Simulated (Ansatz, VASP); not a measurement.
**NbP: VASP beside Ansatz**

```xyz
4
Lattice="-1.6700 1.6700 5.7245 1.6700 -1.6700 5.7245 1.6700 1.6700 -5.7245" Properties=species:S:1:pos:R:3 pbc="T T T"
Nb    0.0000    0.0000    8.5852
Nb    1.6700    0.0000    5.7230
P     0.0000    0.0000    3.8097
P     1.6700    0.0000    0.9475
```

Alike in both runs: task single point; functional r2SCAN; k mesh 18 × 18 × 18; occupations gaussian, width 0.1 eV; no spin polarisation.

|  | VASP | Ansatz |
| --- | --- | --- |
| version | VASP 6.6.1 | Ansatz 0.2.0 |
| potentials or method | VASP PAW PBE potentials, release 64 (Nb_sv, P), cutoff 550 eV | scalar-relativistic, plane waves, PAW |
| valence electrons in the cell | 36 | 36 |

|  | VASP | Ansatz | Ansatz less VASP |
| --- | --- | --- | --- |
| gap on the k mesh at the Fermi level (eV) | none | none | - |
| pressure (GPa) | -0.4 | 0.0 | +0.39 |

VASP's potentials were made for PBE, not for r2SCAN. A gap of «none» marks a metal or a gap that the smearing closes.
